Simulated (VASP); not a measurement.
Crystal: Cu.

```xyz
1
Lattice="0.0000 1.8075 1.8075 1.8075 0.0000 1.8075 1.8075 1.8075 0.0000" Properties=species:S:1:pos:R:3 pbc="T T T"
Cu    0.0000    0.0000    0.0000
```

```yaml
Program: VASP 6.6.1
Task: relaxation of cell and atoms
Functional: LDA
Potentials_or_basis: VASP PAW LDA potentials, release 64 (Cu)
Cutoff: 600 eV
k_mesh: 21 × 21 × 21
Occupations: methfessel-paxton, width 0.1 eV
Spin: no spin polarisation
```

At the start: pressure -11.8 GPa; volume 11.81 Å³/atom.

Q: Where does the relaxation end?

A: Over 3 steps the energy falls by 35.0 meV/atom and the volume is 10.93 Å³/atom (-7.4 %); space group Fm-3m (No. 225, to 0.1 Å) before and after.

The path:
| step | energy change (eV) | largest force (eV/Å) | pressure (GPa) | volume (Å³) |
| --- | --- | --- | --- | --- |
| 1 | 0.0000 | 0.0000 | -11.77 | 11.81 |
| 2 | -0.0178 | 0.0000 | 10.67 | 10.39 |
| 3 | -0.0350 | 0.0000 | -0.08 | 10.93 |

Final structure:
```
CELL_PARAMETERS angstrom
0.00000 1.76167 1.76167
1.76167 0.00000 1.76167
1.76167 1.76167 0.00000
ATOMIC_POSITIONS crystal
Cu 0.00000 0.00000 0.00000
```
